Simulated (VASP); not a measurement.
# Pb (Fd-3m) in VASP: further runs

Pb is run at these levels: LDA; tasks: single point.

Everything below comes from runs of VASP 6.6.1. Logs are shortened: lines on timing, memory, paths and dates and some standing lists are left out, and cuts for length are marked.

## 1. The cell of the first run

Symmetry: Fd-3m, No. 227, cubic system. The conventional cell has a = 6.589 Å, b = 6.589 Å, c = 6.589 Å, α = 90.00°, β = 90.00°, γ = 90.00°. Within 3.8 Å of Pb (site symmetry -43m) lie 4 Pb at 2.85 Å.

## 2. Single point, LDA (volume scaled by 0.9)

The input, INCAR:

```
SYSTEM = Pb
PREC = Accurate
ENCUT = 520
EDIFF = 1E-7
ISMEAR = -1
SIGMA = 0.08
LREAL = .False.
LASPH = .True.
NELM = 100
ALGO = Normal
ISIF = 2
LWAVE = .False.
LCHARG = .False.
GGA = CA
NBANDS = 21
```

The input, KPOINTS:

```
Automatic mesh
0
Gamma
  10 10 10
  0 0 0
```

The input, POSCAR:

```
Pb
1.0
    0.0000000000      3.2943653707      3.2943653707
    3.2943653707      0.0000000000      3.2943653707
    3.2943653707      3.2943653707      0.0000000000
Pb
2
Direct
   -0.1250000000     -0.1250000000     -0.1250000000
    0.1250000000      0.1250000000      0.1250000000
```

Potentials or basis: VASP PAW LDA potentials, release 64 (Pb_d).

Launch:

```
$ cat potpaw_LDA.64/Pb_d/POTCAR > POTCAR
$ mpirun -np 1 vasp_std > vasp.out
```

OUTCAR:

```text
SYSTEM = Pb
   PREC = Accurate
   ENCUT = 520
   EDIFF = 1E-7
   ISMEAR = -1
   LREAL = .False.
   LASPH = .True.
   NELM = 100
   ISIF = 2
   GGA = CA

 ion  position               nearest neighbor table
   1  0.875  0.875  0.875-   2 2.85   2 2.85   2 2.85   2 2.85
   2  0.125  0.125  0.125-   1 2.85   1 2.85   1 2.85   1 2.85

  LATTYP: Found a face centered cubic cell.
 ALAT       =     6.5887307414

  Lattice vectors:

 A1 = (   0.0000000000,   3.2943653707,   3.2943653707)
 A2 = (   3.2943653707,   0.0000000000,   3.2943653707)
 A3 = (   3.2943653707,   3.2943653707,   0.0000000000)

Analysis of symmetry for initial positions (statically):
=====================================================================
 Subroutine PRICEL returns:
 Original cell was already a primitive cell.

 Routine SETGRP: Setting up the symmetry group for a
 face centered cubic supercell.

 Subroutine GETGRP returns: Found 48 space group operations
 (whereof 12 operations were pure point group operations)
 out of a pool of 48 trial point group operations.

The static configuration has the point symmetry D_3d.
 The point group associated with its full space group is O_h .

Analysis of symmetry for dynamics (positions and initial velocities):
=====================================================================
 Subroutine PRICEL returns:
 Original cell was already a primitive cell.

 Routine SETGRP: Setting up the symmetry group for a
 face centered cubic supercell.

 Subroutine GETGRP returns: Found 48 space group operations
 (whereof 12 operations were pure point group operations)
 out of a pool of 48 trial point group operations.

The dynamic configuration has the point symmetry D_3d.
 The point group associated with its full space group is O_h .

 Subroutine INISYM returns: Found 48 space group operations
 (whereof 12 operations are pure point group operations),
 and found     1 'primitive' translations

----------------------------------------------------------------------------------------

                                     Primitive cell

  volume of cell :      71.5065

  direct lattice vectors                    reciprocal lattice vectors
     0.000000000  3.294365371  3.294365371    -0.151774301  0.151774301  0.151774301
     3.294365371  0.000000000  3.294365371     0.151774301 -0.151774301  0.151774301
     3.294365371  3.294365371  0.000000000     0.151774301  0.151774301 -0.151774301

  length of vectors
     4.658936187  4.658936187  4.658936187     0.262880800  0.262880800  0.262880800

  position of ions in fractional coordinates (direct lattice)
     0.875000000  0.875000000  0.875000000
     0.125000000  0.125000000  0.125000000

  ion indices of the primitive-cell ions
   primitive index   ion index
                 1           1
                 2           2

----------------------------------------------------------------------------------------

 KPOINTS: Automatic mesh

Automatic generation of k-mesh.
 Grid dimensions read from file:
 generate k-points for:   10   10   10

 Generating k-lattice:

  Cartesian coordinates                     Fractional coordinates (reciprocal lattice)
    -0.015177430  0.015177430  0.015177430     0.100000000  0.000000000  0.000000000
     0.015177430 -0.015177430  0.015177430     0.000000000  0.100000000  0.000000000
     0.015177430  0.015177430 -0.015177430     0.000000000  0.000000000  0.100000000

  Length of vectors
     0.026288080  0.026288080  0.026288080

  Shift w.r.t. Gamma in fractional coordinates (k-lattice)
     0.000000000  0.000000000  0.000000000

 Subroutine IBZKPT returns following result:
 ===========================================

 Found     47 irreducible k-points:

 Following reciprocal coordinates:
            Coordinates               Weight
  0.000000  0.000000  0.000000      1.000000
  0.100000  0.000000  0.000000      8.000000
  0.200000  0.000000  0.000000      8.000000
  0.300000  0.000000  0.000000      8.000000
  0.400000  0.000000  0.000000      8.000000
  0.500000  0.000000  0.000000      4.000000
[... 16 lines left out ...]
  0.300000  0.300000  0.000000      6.000000
  0.400000  0.300000  0.000000     24.000000
 [... further k-points ...]
   k-points           NKPTS =     47   k-points in BZ     NKDIM =     47   number of bands    NBANDS=     21
   number of dos      NEDOS =    301   number of ions     NIONS =      2
   total plane-waves  NPLWV =  46656
   dimension x,y,z NGX =    36 NGY =   36 NGZ =   36
   dimension x,y,z NGXF=    72 NGYF=   72 NGZF=   72
   ions per type =               2
   NGX,Y,Z   is equivalent  to a cutoff of  12.85, 12.85, 12.85 a.u.
   NGXF,Y,Z  is equivalent  to a cutoff of  25.69, 25.69, 25.69 a.u.
 SYSTEM =  Pb
   PREC   = accura    normal or accurate (medium, high low for compatibility)
   ISTART =      0    job   : 0-new  1-cont  2-samecut
   ICHARG =      2    charge: 1-file 2-atom 10-const
   ISPIN  =      1    spin polarized calculation?
   LNONCOLLINEAR =      F non collinear calculations
   LSORBIT =      F    spin-orbit coupling
   LASPH  =      T    aspherical Exc in radial PAW
   ENCUT  =  520.0 eV  38.22 Ry    6.18 a.u.   8.66  8.66  8.66*2*pi/ulx,y,z
   NELM   =    100;   NELMIN=  2; NELMDL= -5     # of ELM steps
   EDIFF  = 0.1E-06   stopping-criterion for ELM
   LREAL  =      F    real-space projection
   EDIFFG = 0.1E-05   stopping-criterion for IOM
   NSW    =      0    number of steps for IOM
   IBRION =     -1    ionic relax: 0-MD 1-quasi-New 2-CG
   NFREE  =      0    steps in history (QN), initial steepest desc. (CG)
   ISIF   =      2    stress and relaxation
   ISYM   =      2    0-nonsym 1-usesym 2-fastsym
   POTIM  = 0.5000    time-step for ionic-motion
   TEBEG  =    0.0;   TEEND  =   0.0 temperature during run
   PSTRESS=    0.0 pullay stress
   NELECT =      28.0000    total number of electrons
   NUPDOWN=      -1.0000    fix difference up-down
   EMIN   =  10.00;   EMAX   =-10.00  energy-range for DOS
   EFERMI =   0.00;   METHOD = LEGACY
   ISMEAR =    -1;   SIGMA  =   0.08  broadening in eV -4-tet -1-fermi 0-gaus
   EFERMI_NEDOS =   21; number of points for ismear=-14 and -15
   IALGO  =     38    algorithm
   IMIX   =      4    mixing-type and parameters
     AMIX     =   0.40;   BMIX     =  1.00
     AMIX_MAG =   1.60;   BMIX_MAG =  1.00
  volume/ion in A,a.u.               =      35.75       241.27
  Fermi-wavevector in a.u.,A,eV,Ry     =   1.197694  2.263313 19.517150  1.434470
  Thomas-Fermi vector in A             =   2.333602
   LORBIT       =      0    0 simple, 1 ext, 2 COOP (PROOUT), +10 PAW based schemes
   GGA     = CA    functional components
   LHFCALC =     F    Hartree Fock is set to
   AEXX    =    0.0000 exact exchange contribution
   IVDW    =     0    specifies the selected vdW correction
   LEPSILON=     F    determine dielectric tensor
   LRPA    =     F    only Hartree local field effects (RPA)
 non-spin polarized calculation
  energy-cutoff  :      520.00
  volume of cell :       71.51
 maximum number of plane-waves:      1964
   NGX = 17   NGY = 17   NGZ = 17

 number of electron      27.9999995 magnetization

 Free energy of the ion-electron system (eV)
  ---------------------------------------------------
  ext. energy  EPLUGINS =         0.00000000
  ---------------------------------------------------
  free energy    TOTEN  =        -7.78438209 eV

  energy without entropy =       -7.77773809  energy(sigma->0) =       -7.78106009

 E-fermi :   5.3575     XC(G=0):  -9.3256

 val. band max:        5.2045765577   @ k =   0.1000   0.1000   0.0000
 cond. band min:       5.5319697166   @ k =  -0.1000   0.1000   0.0000
 fundamental gap:      0.3273931589
 Fermi energy:         5.3574710324

 k-point     1 :       0.0000    0.0000    0.0000
  band No.  band energies     occupation
      1     -12.1615      2.00000
      2     -12.1615      2.00000
      3     -12.1615      2.00000
      4     -12.0577      2.00000
      5     -12.0577      2.00000
      6     -11.4634      2.00000
[... 13 lines left out ...]
     20      13.3221      0.00000
     21      13.3221      0.00000

 k-point     2 :       0.1000    0.0000    0.0000
  band No.  band energies     occupation
      1     -12.1769      2.00000
      2     -12.1769      2.00000
      3     -12.1589      2.00000
      4     -12.0358      2.00000
      5     -12.0358      2.00000
      6     -11.4838      2.00000
[... 13 lines left out ...]
     20      12.8881      0.00000
     21      12.8976      0.00000

 k-point     3 :       0.2000    0.0000    0.0000
  band No.  band energies     occupation
      1     -12.2009      2.00000
      2     -12.2009      2.00000
      3     -12.1519      2.00000
      4     -11.9962      2.00000
      5     -11.9962      2.00000
      6     -11.5153      2.00000
[... 13 lines left out ...]
     20      12.5789      0.00000
     21      12.5789      0.00000

 k-point     4 :       0.3000    0.0000    0.0000
  band No.  band energies     occupation
      1     -12.2172      2.00000
      2     -12.2172      2.00000
      3     -12.1429      2.00000
      4     -11.9637      2.00000
      5     -11.9637      2.00000
      6     -11.5378      2.00000
[... 13 lines left out ...]
     20      12.8171      0.00000
     21      12.8171      0.00000

 k-point     5 :       0.4000    0.0000    0.0000
  band No.  band energies     occupation
      1     -12.2247      2.00000
      2     -12.2247      2.00000
      3     -12.1354      2.00000
      4     -11.9465      2.00000
      5     -11.9465      2.00000
      6     -11.5542      2.00000
[... 13 lines left out ...]
     20      13.5321      0.00000
     21      13.5321      0.00000
[... 382 lines left out ...]
     20      12.7730      0.00000
     21      14.0916      0.00000

 k-point    22 :      -0.2000    0.2000    0.0000
  band No.  band energies     occupation
      1     -12.2411      2.00000
      2     -12.2396      2.00000
      3     -12.1024      2.00000
      4     -11.9678      2.00000
      5     -11.9011      2.00000
      6     -11.6131      2.00000
[... 13 lines left out ...]
     20      12.8143      0.00000
     21      13.5358      0.00000

 k-point    23 :       0.3000    0.3000    0.0000
  band No.  band energies     occupation
      1     -12.2234      2.00000
      2     -12.2234      2.00000
      3     -12.1753      2.00000
      4     -11.9220      2.00000
      5     -11.8139      2.00000
      6     -11.7954      2.00000
[... 13 lines left out ...]
     20      13.7939      0.00000
     21      15.0292      0.00000

 k-point    24 :       0.4000    0.3000    0.0000
  band No.  band energies     occupation
      1     -12.2516      2.00000
      2     -12.2356      2.00000
      3     -12.1329      2.00000
      4     -11.8789      2.00000
      5     -11.8475      2.00000
      6     -11.7664      2.00000
[... 13 lines left out ...]
     20      14.4150      0.00000
     21      15.1781      0.00000

 [... further k-points ...]
[... 5 lines left out ...]
  --------------------------------------------------------------------------------------
  -------------------------------------------------------------------------------------
  Total        2.0858427      2.0858427      2.0858427      0.0000000      0.0000000      0.0000000
  in kB       46.7354945     46.7354945     46.7354945      0.0000000      0.0000000      0.0000000
  external PRESSURE =      46.7354945 kB  Pullay stress =       0.0000000 kB

 VOLUME and BASIS-vectors are now :
 -----------------------------------------------------------------------------
  energy-cutoff  :      520.00
  volume of cell :       71.51
      direct lattice vectors                 reciprocal lattice vectors
     0.000000000  3.294365371  3.294365371    -0.151774301  0.151774301  0.151774301
     3.294365371  0.000000000  3.294365371     0.151774301 -0.151774301  0.151774301
     3.294365371  3.294365371  0.000000000     0.151774301  0.151774301 -0.151774301

 POSITION                                       TOTAL-FORCE (eV/Angst)
 -----------------------------------------------------------------------------------
      5.76514      5.76514      5.76514        -0.000000     -0.000000     -0.000000
      0.82359      0.82359      0.82359         0.000000      0.000000      0.000000
 -----------------------------------------------------------------------------------
    total drift:                                0.000000      0.000000      0.000000

  FREE ENERGIE OF THE ION-ELECTRON SYSTEM (eV)
  ---------------------------------------------------
  free  energy   TOTEN  =        -7.7843820910 eV

  energy  without entropy=       -7.7777380885  energy(sigma->0) =       -7.78106009
```

Wall time 28 s (1 thread of Intel Xeon 6975P-C (Granite Rapids), shared host); peak memory 0.19 GiB.

What came out:

| Property | Result |
| --- | --- |
| Free energy | -7.7844 eV |
| Pressure | 4.7 GPa |
| Band gap on the k mesh | zero (band 14 reaches 5.79 eV, above the bottom of band 15 at 4.41 eV) |

Levels at points of the mesh, in eV from the Fermi level:
```tsv
k point	band 10	band 11	band 12	band 13	band 14	band 15	band 16	band 17	band 18	band 19
(0.00, 0.00, 0.00)	-16.76	-12.03	-3.26	0.43	0.43	0.43	2.45	2.45	2.45	4.04
(0.50, 0.00, 0.00)	-16.69	-10.39	-7.42	-0.97	-0.95	-0.95	3.65	3.65	5.24	8.32
(0.50, 0.50, 0.00)	-16.65	-8.89	-8.89	-2.41	-2.41	0.73	0.73	7.93	7.93	8.94
```

Caveat: the cell differs from its parent crystal (volume scaled by 0.9); spin-orbit coupling is left out, which moves the levels of the heavy elements.

## 3. Single point, LDA

This run uses another cell than the first one, of 39.73 Å³/atom, 1.111 times its volume.

The input, INCAR:

```
SYSTEM = Pb
ALGO     = Normal         ! electronic algorithm
EDIFF    = 1E-7           ! SCF threshold, eV
ENCUT    = 520            ! plane-wave cutoff, eV
ISIF     = 2              ! what is computed and relaxed
ISMEAR   = -1             ! smearing method
LASPH    = .True.         ! aspherical terms in the spheres
LCHARG   = .True.         ! write CHGCAR
LELF     = .True.         ! ELF
LREAL    = .False.        ! projectors in reciprocal space
LVHAR    = .True.       
LWAVE    = .False.        ! write WAVECAR
NBANDS   = 21             ! bands
NELM     = 60             ! most SCF steps
PREC     = Accurate       ! precision mode
SIGMA    = 0.08           ! smearing width, eV
```

The input, KPOINTS:

```
k-points
0
Gamma
  10 10 10
  0 0 0
```

The input, POSCAR:

```
Pb
1.0
    0.0000000000      3.4121197221      3.4121197221
    3.4121197221      0.0000000000      3.4121197221
    3.4121197221      3.4121197221      0.0000000000
Pb
2
Direct
   -0.1250000000     -0.1250000000     -0.1250000000
    0.1250000000      0.1250000000      0.1250000000
```

Potentials or basis: VASP PAW LDA potentials, release 64 (Pb_d).

Launch:

```
$ cat potpaw_LDA.64/Pb_d/POTCAR > POTCAR
$ mpirun -np 1 vasp_std > vasp.out
```

Run time: 25 s. Hardware: 1 thread of Intel Xeon 6975P-C (Granite Rapids), shared host; peak memory 0.2 GiB.

The run converged. Its results:

```yaml
Free_energy: -7.8938 eV
Pressure: 0.0 GPa
Band_gap_on_the_k_mesh: zero (band 14 reaches 4.68 eV, above the bottom of band 15 at 3.49 eV)
```

Levels at points of the mesh, in eV from the Fermi level:
| k point | band 10 | band 11 | band 12 | band 13 | band 14 | band 15 | band 16 | band 17 | band 18 | band 19 |
| --- | --- | --- | --- | --- | --- | --- | --- | --- | --- | --- |
| (0.00, 0.00, 0.00) | -16.64 | -11.30 | -3.83 | 0.41 | 0.41 | 0.41 | 2.41 | 2.41 | 2.41 | 4.04 |
| (0.50, 0.00, 0.00) | -16.57 | -9.90 | -7.16 | -0.99 | -0.78 | -0.78 | 3.54 | 3.54 | 5.36 | 7.41 |
| (0.50, 0.50, 0.00) | -16.54 | -8.56 | -8.56 | -2.05 | -2.05 | 0.81 | 0.81 | 7.28 | 7.28 | 8.29 |

Caveat: spin-orbit coupling is left out, which moves the levels of the heavy elements.
